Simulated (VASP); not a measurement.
Crystal: As7O.

```
As O
1.0
     0.00000    4.28447    4.28447
     4.28447    0.00000    4.28447
     4.28447    4.28447    0.00000
As O
7 1
Direct
  0.50000 0.50000 0.50000
  0.00000 0.50000 0.00000
  0.50000 0.00000 0.00000
  0.00000 0.50000 0.50000
  0.50000 0.00000 0.50000
  0.00000 0.00000 0.50000
  0.50000 0.50000 0.00000
  0.00000 0.00000 0.00000
```

* Program: VASP 6.6.1
* Task: relaxation of cell and atoms
* Functional: PBE
* Potentials or basis: VASP PAW PBE potentials, release 64 (As, O)
* Cutoff: 600 eV
* k mesh: 4 × 4 × 4
* Occupations: gaussian, width 0.1 eV
* Spin: no spin polarisation

At the start: pressure -7.5 GPa; volume 19.66 Å³/atom.

Problem. How do energy, volume and symmetry change on relaxing?

Solution. Over 3 steps the energy falls by 51.5 meV/atom and the volume is 17.65 Å³/atom (-10.3 %); space group Fm-3m (No. 225, to 0.05 Å).

The path:
| step | energy change (eV) | largest force (eV/Å) | pressure (GPa) | volume (Å³) |
| --- | --- | --- | --- | --- |
| 1 | 0.0000 | 0.0000 | -7.45 | 157.30 |
| 2 | -0.3829 | 0.0000 | 2.54 | 137.38 |
| 3 | -0.4123 | 0.0000 | 0.03 | 141.17 |

Final structure:
```xyz
8
Lattice="0.0000 4.1327 4.1327 4.1327 0.0000 4.1327 4.1327 4.1327 0.0000" Properties=species:S:1:pos:R:3 pbc="T T T"
As    4.1327    4.1327    4.1327
As    2.0663    0.0000    2.0663
As    0.0000    2.0663    2.0663
As    4.1327    2.0663    2.0663
As    2.0663    4.1327    2.0663
As    2.0663    2.0663    0.0000
As    2.0663    2.0663    4.1327
O     0.0000    0.0000    0.0000
```

Caveat: an odd number of electrons without spin polarisation forces a metal; a magnetic or distorted state may lie lower.
